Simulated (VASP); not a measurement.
# SrTiO3 (P1) in VASP: single point with r2SCAN+U

Aim: the single point of SrTiO3 with r2SCAN+U.

Program: VASP 6.6.1. These are calculated values, not measurements. Logs are shortened: lines on timing, memory, paths and dates and some standing lists are left out, and cuts for length are marked.

**1. The cell of the first run**

The typed cell holds 5 atoms: a = 3.894 Å, b = 3.940 Å, c = 3.922 Å, α = 90.59°, β = 89.41°, γ = 87.37°.

**2. Single point, r2SCAN+U**

Input file POSCAR:

```
SrTiO3
1.0
    3.8926538009      0.0898236734      0.0203388014
    0.0898236734      3.9389877371     -0.0205514770
    0.0203388014     -0.0205514770      3.9223857707
Sr Ti O
1 1 3
Direct
    0.0001599751      0.0001722837     -0.0003543792
    0.5001044408      0.5001848075      0.4997081143
   -0.0000832482      0.4998333689      0.5002611051
    0.4999098267     -0.0000989184      0.5002063314
    0.4999090055      0.4999084582      0.0001788284
```

Input file INCAR.step1:

```
PREC = Accurate
ENCUT = 520
ISMEAR = 0
SIGMA = 0.05
LREAL = F
LASPH = T
NELM = 150
LMAXMIX = 4
LDAU = T
LDAUTYPE = 2
LDAUL = -1 2 -1
LDAUU = 0 4 0
LDAUJ = 0 0 0
NBANDS = 28
GGA = PE
ALGO = Normal
EDIFF = 1E-4
LWAVE = T
LCHARG = F
```

Input file INCAR.step2:

```
PREC = Accurate
ENCUT = 520
EDIFF = 1E-6
ISMEAR = 0
SIGMA = 0.05
LREAL = F
LASPH = T
NELM = 150
ALGO = Normal
ISIF = 2
LWAVE = F
LCHARG = F
LMAXMIX = 4
LDAU = T
LDAUTYPE = 2
LDAUL = -1 2 -1
LDAUU = 0 4 0
LDAUJ = 0 0 0
LDAUPRINT = 1
METAGGA = R2SCAN
LMIXTAU = T
NBANDS = 28
ISTART = 1
```

Input file KPOINTS:

```
Automatic mesh
0
Gamma
  6 6 6
```

Potentials or basis: VASP PAW PBE potentials, release 64 (Sr_sv, Ti_sv, O).

Launch:

```bash
cat potpaw_PBE.64/Sr_sv/POTCAR potpaw_PBE.64/Ti_sv/POTCAR potpaw_PBE.64/O/POTCAR > POTCAR
cp INCAR.step1 INCAR
mpirun -np 1 vasp_std > vasp.out
cp INCAR.step2 INCAR
mpirun -np 1 vasp_std > vasp.out
```

OUTCAR:

```text
PREC = Accurate
   ENCUT = 520
   EDIFF = 1E-6
   ISMEAR = 0
   LREAL = F
   LASPH = T
   NELM = 150
   ISIF = 2
   METAGGA = R2SCAN
   ISTART = 1

 ion  position               nearest neighbor table
   1  0.000  0.000  1.000-   5 2.71   5 2.71   4 2.75   4 2.75   3 2.76   3 2.77   4 2.78   4 2.78
                             3 2.79   3 2.80   5 2.83   5 2.83   2 3.32   2 3.32   2 3.37   2 3.37
   2  0.500  0.500  0.500-   3 1.95   3 1.95   5 1.96   5 1.96   4 1.97   4 1.97   1 3.32   1 3.32
                             1 3.37   1 3.37   1 3.44   1 3.45   1 3.45   1 3.45
   3  1.000  0.500  0.500-   2 1.95   2 1.95   1 2.76   1 2.77   1 2.79   1 2.80
   4  0.500  1.000  0.500-   2 1.97   2 1.97   1 2.75   1 2.75   1 2.78   1 2.78
   5  0.500  0.500  0.000-   2 1.96   2 1.96   1 2.71   1 2.71   1 2.83   1 2.83

  LATTYP: Found a triclinic cell.
 ALAT       =     6.7304439724
 B/A-ratio  =     0.5827984539
 C/A-ratio  =     0.5785269363
 COS(alpha) =     0.0102861718
 COS(beta)  =     0.5576945554
 COS(gamma) =     0.5947998584

  Lattice vectors:

 A1 = (  -3.8231689289,   3.8697155407,  -3.9632760491)
 A2 = (  -0.0203388014,   0.0205514770,  -3.9223857707)
 A3 = (  -3.8926538009,  -0.0898236734,  -0.0203388014)

Analysis of symmetry for initial positions (statically):
=====================================================================
 Subroutine PRICEL returns:
 Original cell was already a primitive cell.

 Routine SETGRP: Setting up the symmetry group for a
 triclinic supercell.

 Subroutine GETGRP returns: Found  1 space group operations
 (whereof  1 operations were pure point group operations)
 out of a pool of  2 trial point group operations.

The static configuration has the point symmetry C_1 .

Analysis of symmetry for dynamics (positions and initial velocities):
=====================================================================
 Subroutine PRICEL returns:
 Original cell was already a primitive cell.

 Routine SETGRP: Setting up the symmetry group for a
 triclinic supercell.

 Subroutine GETGRP returns: Found  1 space group operations
 (whereof  1 operations were pure point group operations)
 out of a pool of  2 trial point group operations.

The dynamic configuration has the point symmetry C_1 .

 Subroutine INISYM returns: Found  1 space group operations
 (whereof  1 operations are pure point group operations),
 and found     1 'primitive' translations

----------------------------------------------------------------------------------------

                                     Primitive cell

  volume of cell :      60.1074

  direct lattice vectors                    reciprocal lattice vectors
     3.892653801  0.089823673  0.020338801     0.257036694 -0.005868514 -0.001363564
     0.089823673  3.938987737 -0.020551477    -0.005868514  0.254013258  0.001361341
     0.020338801 -0.020551477  3.922385771    -0.001363564  0.001361341  0.254961080

  length of vectors
     3.893743131  3.940065361  3.922492341     0.257107295  0.254084687  0.254968360

  position of ions in fractional coordinates (direct lattice)
     0.000159975  0.000172284  0.999645621
     0.500104441  0.500184807  0.499708114
     0.999916752  0.499833369  0.500261105
     0.499909827  0.999901082  0.500206331
     0.499909006  0.499908458  0.000178828

  ion indices of the primitive-cell ions
   primitive index   ion index
                 1           1
                 2           2
                 3           3
                 4           4
                 5           5

----------------------------------------------------------------------------------------

 KPOINTS: Automatic mesh

Automatic generation of k-mesh.
 Grid dimensions read from file:
 generate k-points for:    6    6    6

 Generating k-lattice:

  Cartesian coordinates                     Fractional coordinates (reciprocal lattice)
     0.042839449 -0.000978086 -0.000227261     0.166666667 -0.000000000  0.000000000
    -0.000978086  0.042335543  0.000226890    -0.000000000  0.166666667  0.000000000
    -0.000227261  0.000226890  0.042493513     0.000000000  0.000000000  0.166666667

  Length of vectors
     0.042851216  0.042347448  0.042494727

  Shift w.r.t. Gamma in fractional coordinates (k-lattice)
     0.000000000  0.000000000  0.000000000

 Subroutine IBZKPT returns following result:
 ===========================================

 Found    112 irreducible k-points:

 Following reciprocal coordinates:
            Coordinates               Weight
  0.000000  0.000000  0.000000      1.000000
  0.166667  0.000000  0.000000      2.000000
  0.333333  0.000000 -0.000000      2.000000
  0.500000  0.000000 -0.000000      1.000000
 -0.000000  0.166667  0.000000      2.000000
  0.166667  0.166667 -0.000000      2.000000
[... 16 lines left out ...]
  0.333333  0.000000  0.166667      2.000000
  0.500000  0.000000  0.166667      2.000000
 [... further k-points ...]
   k-points           NKPTS =    112   k-points in BZ     NKDIM =    112   number of bands    NBANDS=     28
   number of dos      NEDOS =    301   number of ions     NIONS =      5
   total plane-waves  NPLWV =  27000
   dimension x,y,z NGX =    30 NGY =   30 NGZ =   30
   dimension x,y,z NGXF=    60 NGYF=   60 NGZF=   60
   ions per type =               1   1   3
   NGX,Y,Z   is equivalent  to a cutoff of  12.81, 12.66, 12.71 a.u.
   NGXF,Y,Z  is equivalent  to a cutoff of  25.62, 25.32, 25.43 a.u.
 SYSTEM =  unknown system
   PREC   = accura    normal or accurate (medium, high low for compatibility)
   ISTART =      1    job   : 0-new  1-cont  2-samecut
   ICHARG =      0    charge: 1-file 2-atom 10-const
   ISPIN  =      1    spin polarized calculation?
   LNONCOLLINEAR =      F non collinear calculations
   LSORBIT =      F    spin-orbit coupling
   LASPH  =      T    aspherical Exc in radial PAW
   ENCUT  =  520.0 eV  38.22 Ry    6.18 a.u.   7.24  7.33  7.29*2*pi/ulx,y,z
   NELM   =    150;   NELMIN=  2; NELMDL=  0     # of ELM steps
   EDIFF  = 0.1E-05   stopping-criterion for ELM
   LREAL  =      F    real-space projection
[... 7 lines left out ...]
   TEBEG  =    0.0;   TEEND  =   0.0 temperature during run
   PSTRESS=    0.0 pullay stress
   NELECT =      40.0000    total number of electrons
   NUPDOWN=      -1.0000    fix difference up-down
   EMIN   =  10.00;   EMAX   =-10.00  energy-range for DOS
   EFERMI =   0.00;   METHOD = LEGACY
   ISMEAR =     0;   SIGMA  =   0.05  broadening in eV -4-tet -1-fermi 0-gaus
   EFERMI_NEDOS =   21; number of points for ismear=-14 and -15
   IALGO  =     38    algorithm
   IMIX   =      4    mixing-type and parameters
     AMIX     =   0.40;   BMIX     =  1.00
     AMIX_MAG =   1.60;   BMIX_MAG =  1.00
  volume/ion in A,a.u.               =      12.02        81.12
  Fermi-wavevector in a.u.,A,eV,Ry     =   1.429285  2.700957 27.794740  2.042856
  Thomas-Fermi vector in A             =   2.549255
   LORBIT       =      0    0 simple, 1 ext, 2 COOP (PROOUT), +10 PAW based schemes
 LDA+U is selected, type is set to LDAUTYPE =  2
   angular momentum for each species LDAUL =    -1    2   -1
   U (eV)           for each species LDAUU =   0.0  4.0  0.0
   J (eV)           for each species LDAUJ =   0.0  0.0  0.0
   METAGGA = R2SCAN    functional components
   LHFCALC =     F    Hartree Fock is set to
   AEXX    =    0.0000 exact exchange contribution
   IVDW    =     0    specifies the selected vdW correction
   LEPSILON=     F    determine dielectric tensor
   LRPA    =     F    only Hartree local field effects (RPA)
 non-spin polarized calculation
 Gauss-broadening in eV      SIGMA  =   0.05
  energy-cutoff  :      520.00
  volume of cell :       60.11
 maximum number of plane-waves:      1631
 NGX is ok and might be reduce to    30
   NGX = 15   NGY = 15   NGZ = 15

atom =   2  type =  2  l = 2

 onsite density matrix

spin component  1

  0.0953 -0.0001 -0.0037  0.0001  0.0004
 -0.0001  0.0933 -0.0004 -0.0004  0.0007
 -0.0037 -0.0004  0.2482  0.0004 -0.0035
  0.0001 -0.0004  0.0004  0.0959  0.0008
  0.0004  0.0007 -0.0035  0.0008  0.2495

spin component  2

  0.0953 -0.0001 -0.0037  0.0001  0.0004
 -0.0001  0.0933 -0.0004 -0.0004  0.0007
 -0.0037 -0.0004  0.2482  0.0004 -0.0035
  0.0001 -0.0004  0.0004  0.0959  0.0008
  0.0004  0.0007 -0.0035  0.0008  0.2495

 occupancies and eigenvectors

  o =  0.0933  v =  0.0552  0.9882  0.0036  0.1430 -0.0052  0.0000  0.0000  0.0000  0.0000  0.0000      0.0000  0.0000  0.0000  0.0000  0.0000  0.0000  0.0000  0.0000  0.0000  0.0000
  o =  0.0933  v =  0.0000  0.0000  0.0000  0.0000  0.0000  0.0552  0.9882  0.0036  0.1430 -0.0052      0.0000  0.0000  0.0000  0.0000  0.0000  0.0000  0.0000  0.0000  0.0000  0.0000
  o =  0.0952  v = -0.9831  0.0291 -0.0243  0.1793  0.0007  0.0000  0.0000  0.0000  0.0000  0.0000      0.0000  0.0000  0.0000  0.0000  0.0000  0.0000  0.0000  0.0000  0.0000  0.0000
  o =  0.0952  v =  0.0000  0.0000  0.0000  0.0000  0.0000 -0.9831  0.0291 -0.0243  0.1793  0.0007      0.0000  0.0000  0.0000  0.0000  0.0000  0.0000  0.0000  0.0000  0.0000  0.0000
  o =  0.0960  v =  0.0000  0.0000  0.0000  0.0000  0.0000  0.1730 -0.1506  0.0013  0.9733 -0.0046      0.0000  0.0000  0.0000  0.0000  0.0000  0.0000  0.0000  0.0000  0.0000  0.0000
  o =  0.0960  v =  0.1730 -0.1506  0.0013  0.9733 -0.0046  0.0000  0.0000  0.0000  0.0000  0.0000      0.0000  0.0000  0.0000  0.0000  0.0000  0.0000  0.0000  0.0000  0.0000  0.0000
  o =  0.2453  v =  0.0000  0.0000  0.0000  0.0000  0.0000  0.0174 -0.0008 -0.7653 -0.0053 -0.6434      0.0000  0.0000  0.0000  0.0000  0.0000  0.0000  0.0000  0.0000  0.0000  0.0000
  o =  0.2453  v =  0.0174 -0.0008 -0.7653 -0.0053 -0.6434  0.0000  0.0000  0.0000  0.0000  0.0000      0.0000  0.0000  0.0000  0.0000  0.0000  0.0000  0.0000  0.0000  0.0000  0.0000
  o =  0.2524  v =  0.0000  0.0000  0.0000  0.0000  0.0000 -0.0170 -0.0051  0.6432 -0.0022 -0.7655      0.0000  0.0000  0.0000  0.0000  0.0000  0.0000  0.0000  0.0000  0.0000  0.0000
  o =  0.2524  v = -0.0170 -0.0051  0.6432 -0.0022 -0.7655  0.0000  0.0000  0.0000  0.0000  0.0000      0.0000  0.0000  0.0000  0.0000  0.0000  0.0000  0.0000  0.0000  0.0000  0.0000

 number of electron      40.0000003 magnetization

 Free energy of the ion-electron system (eV)
  ---------------------------------------------------
  ext. energy  EPLUGINS =         0.00000000
  ---------------------------------------------------
  free energy    TOTEN  =       -60.64334375 eV

  energy without entropy =      -60.64334375  energy(sigma->0) =      -60.64334375

 E-fermi :   4.2859     XC(G=0): -11.8863

 val. band max:        3.9468240011   @ k =   0.5000   0.5000   0.5000
 cond. band min:       6.6321817183   @ k =   0.0000   0.0000   0.0000
 fundamental gap:      2.6853577172
 Fermi energy:         4.2859373278

 k-point     1 :       0.0000    0.0000    0.0000
  band No.  band energies     occupation
      1     -55.8216      2.00000
      2     -30.9846      2.00000
      3     -30.9590      2.00000
      4     -30.9394      2.00000
      5     -29.9926      2.00000
      6     -14.5427      2.00000
[... 20 lines left out ...]
     27       9.9068      0.00000
     28      10.8280      0.00000

 k-point     2 :       0.1667    0.0000    0.0000
  band No.  band energies     occupation
      1     -55.8212      2.00000
      2     -30.9977      2.00000
      3     -30.9597      2.00000
      4     -30.9451      2.00000
      5     -29.9838      2.00000
      6     -14.5295      2.00000
[... 20 lines left out ...]
     27      10.3842      0.00000
     28      11.4790      0.00000

 k-point     3 :       0.3333    0.0000   -0.0000
  band No.  band energies     occupation
      1     -55.8204      2.00000
      2     -31.0322      2.00000
      3     -30.9601      2.00000
      4     -30.9482      2.00000
      5     -29.9665      2.00000
      6     -14.5951      2.00000
[... 616 lines left out ...]
      3     -30.9766      2.00000
      4     -30.9484      2.00000
      5     -29.9634      2.00000
      6     -14.4712      2.00000
[... 20 lines left out ...]
     27      11.7636      0.00000
     28      12.9101      0.00000

 k-point    24 :       0.5000    0.0000    0.1667
  band No.  band energies     occupation
      1     -55.8197      2.00000
      2     -31.0480      2.00000
      3     -30.9753      2.00000
      4     -30.9489      2.00000
      5     -29.9562      2.00000
      6     -14.5089      2.00000
[... 20 lines left out ...]
     27      12.3938      0.00000
     28      12.8634      0.00000

 [... further k-points ...]

------------------------ aborting loop because EDIFF is reached ----------------------------------------

  FORCE on cell =-STRESS in cart. coord.  units (eV):
  Direction    XX          YY          ZZ          XY          YZ          ZX
  --------------------------------------------------------------------------------------
  -------------------------------------------------------------------------------------
  Total        1.9214373      0.7366278      1.1172751     -2.1021382      0.4888623     -0.4868993
  in kB       51.2163779     19.6349923     29.7812388    -56.0330039     13.0307446    -12.9784203
  external PRESSURE =      33.5442030 kB  Pullay stress =       0.0000000 kB

 VOLUME and BASIS-vectors are now :
 -----------------------------------------------------------------------------
  energy-cutoff  :      520.00
  volume of cell :       60.11
      direct lattice vectors                 reciprocal lattice vectors
     3.892653801  0.089823673  0.020338801     0.257036694 -0.005868514 -0.001363564
     0.089823673  3.938987737 -0.020551477    -0.005868514  0.254013258  0.001361341
     0.020338801 -0.020551477  3.922385771    -0.001363564  0.001361341  0.254961080

 POSITION                                       TOTAL-FORCE (eV/Angst)
 -----------------------------------------------------------------------------------
      0.02097     -0.01985      3.92100        -0.001246      0.000472      0.002002
      2.00183      2.00487      1.95994        -0.004332     -0.005684      0.010179
      3.94740      2.04837      1.97228         0.005428      0.000683     -0.001457
      2.04596      3.97322      1.95162         0.000354      0.004633     -0.001663
      1.99088      2.01403      0.00060        -0.000203     -0.000104     -0.009061
 -----------------------------------------------------------------------------------
    total drift:                               -0.000079      0.000099      0.000406

  FREE ENERGIE OF THE ION-ELECTRON SYSTEM (eV)
  ---------------------------------------------------
  free  energy   TOTEN  =       -60.6433437531 eV

  energy  without entropy=      -60.6433437531  energy(sigma->0) =      -60.64334375
```

Wall time 15 min (1 thread of Intel Xeon 8259CL, shared host); peak memory 0.31 GiB.

Results:

```
Free energy            : -60.6433 eV
Pressure               : 3.4 GPa
Largest force          : 0.012 eV/Å
Band gap on the k mesh : 2.69 eV (least direct gap 3.02 eV)
```

Forces in eV/Å, atoms in the order of the input:
```
Sr  -0.001  0.000  0.002
Ti  -0.004 -0.006  0.010
O    0.005  0.001 -0.001
O    0.000  0.005 -0.002
O    0.000  0.000 -0.009
```

Levels at points of the mesh, in eV from the valence-band top:
| k point | band 17 | band 18 | band 19 | band 20 | band 21 | band 22 | band 23 | band 24 |
| --- | --- | --- | --- | --- | --- | --- | --- | --- |
| (0.00, 0.00, 0.00) | -1.17 | -0.58 | -0.50 | -0.33 | 2.69 | 2.78 | 2.87 | 4.51 |
| (0.50, 0.00, 0.00) | -2.34 | -2.05 | -0.94 | -0.84 | 2.98 | 4.51 | 4.67 | 4.70 |
| (0.00, 0.50, 0.00) | -2.21 | -2.04 | -0.93 | -0.83 | 2.98 | 4.52 | 4.57 | 4.62 |
| (0.50, 0.50, 0.00) | -2.00 | -1.68 | -1.63 | -0.10 | 4.55 | 4.72 | 5.13 | 5.52 |
| (0.00, 0.00, 0.50) | -2.25 | -2.03 | -1.10 | -0.64 | 2.98 | 4.55 | 4.57 | 4.65 |
| (0.50, 0.00, 0.50) | -2.00 | -1.63 | -1.61 | -0.12 | 4.61 | 4.68 | 5.16 | 5.47 |
| (0.00, 0.50, 0.50) | -2.00 | -1.70 | -1.68 | -0.15 | 4.56 | 4.62 | 5.10 | 5.58 |
| (0.50, 0.50, 0.50) | -3.59 | -0.08 | -0.02 | 0.00 | 5.27 | 5.34 | 5.39 | 7.31 |

Eigenvalues of the final occupation matrices:
```tsv
site	spin	trace	eigenvalues
site 2 d	1	0.78	0.09 0.10 0.10 0.25 0.25
site 2 d	2	0.78	0.09 0.10 0.10 0.25 0.25
```

Caveat: the cell stands under pressure; the PAW data sets were made with another functional, which shifts forces and pressure a little. A k mesh can miss the band edges.
